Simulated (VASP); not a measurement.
## PbSe: elastic constants with PBE

Crystal: PbSe.

```
CELL_PARAMETERS angstrom
0.00000 3.06065 3.06065
3.06065 0.00000 3.06065
3.06065 3.06065 0.00000
ATOMIC_POSITIONS crystal
Pb 0.00000 0.00000 0.00000
Se 0.50000 0.50000 0.50000
```

```yaml
Program: VASP 6.6.1
Task: elastic constants
Functional: PBE
Potentials_or_basis: VASP PAW PBE potentials, release 64 (Pb_d, Se)
Cutoff: 500 eV
k_mesh: 6 × 6 × 6
Occupations: fermi-dirac, width 0.05 eV
Spin: no spin polarisation
Dipole_correction: no
Ions_in_elastic_constants: relaxed
Further_INCAR_settings: ALGO = Normal; EDIFF = 1e-08; IBRION = 6; POTIM = 0.015; NSW = 1; ISIF = 3
```

```json
{"Elastic constants C11, C12, C44": "141, 11, 16 GPa", "Voigt bulk modulus": "54 GPa", "Highest phonon frequency at Γ, LO-TO splitting left out": "41 cm⁻¹"}
```

Phonon frequencies in cm⁻¹ (negative: imaginary):
| q point | frequencies |
| --- | --- |
| (0.000, 0.000, 0.000) | 0 0 0 41 41 41 |

Elastic tensor in Voigt notation (GPa, in the Cartesian axes of the cell as first typed):
```
141  11  11   0   0   0
 11 141  11   0   0   0
 11  11 141   0   0   0
  0   0   0  16   0   0
  0   0   0   0  16   0
  0   0   0   0   0  16
```

Clamped-ion elastic tensor (GPa):
```
141  11  11   0   0   0
 11 141  11   0   0   0
 11  11 141   0   0   0
  0   0   0  16   0   0
  0   0   0   0  16   0
  0   0   0   0   0  16
```

It took 4.6 min on 1 thread of Intel Xeon 8259CL (shared host), peak memory 0.25 GiB.

Caveat: the cell is under stress, which shifts elastic constants.
